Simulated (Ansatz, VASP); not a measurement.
## Zr12Cu: VASP beside Ansatz

```
Zr Cu
1.0
     6.46000    0.00000    0.00000
    -4.84500    8.39179    0.00000
     0.00000    0.00000    5.14539
Zr Cu
12 1
Direct
  0.05011 0.02028 0.00482
  0.15158 0.25439 0.42560
  0.90926 0.28568 0.87677
  0.25837 0.59842 0.64411
  0.95167 0.68215 0.99702
  0.17234 0.86574 0.48774
  0.48868 0.96751 0.98107
  0.56538 0.18489 0.43096
  0.47059 0.34705 0.95578
  0.68627 0.54787 0.51268
  0.44837 0.65290 0.12865
  0.72661 0.91410 0.52437
  0.95904 0.45160 0.27776
```

Alike in both runs: functional PBE; k mesh 3 × 2 × 3; occupations gaussian, width 0.1 eV; no spin polarisation.

Ansatz relaxed the structure, and its values are those at the end. VASP's run is a single point on that final structure, the one shown.

|  | VASP | Ansatz |
| --- | --- | --- |
| version | VASP 6.6.1 | Ansatz 0.2.0 |
| potentials or method | VASP PAW PBE potentials, release 64 (Zr_sv, Cu), cutoff 520 eV | scalar-relativistic, plane waves, PAW |
| valence electrons in the cell | 155 | 163 |

|  | VASP | Ansatz | Ansatz less VASP |
| --- | --- | --- | --- |
| rms of the force components (eV/Å) | 0.010 | 0.009 | -0.0015 |

VASP's potentials hold 155 valence electrons a cell and Ansatz's 163, so a difference there can come from the potentials and not from the codes.

The k mesh is coarse, so the values compare programs but aren't converged.
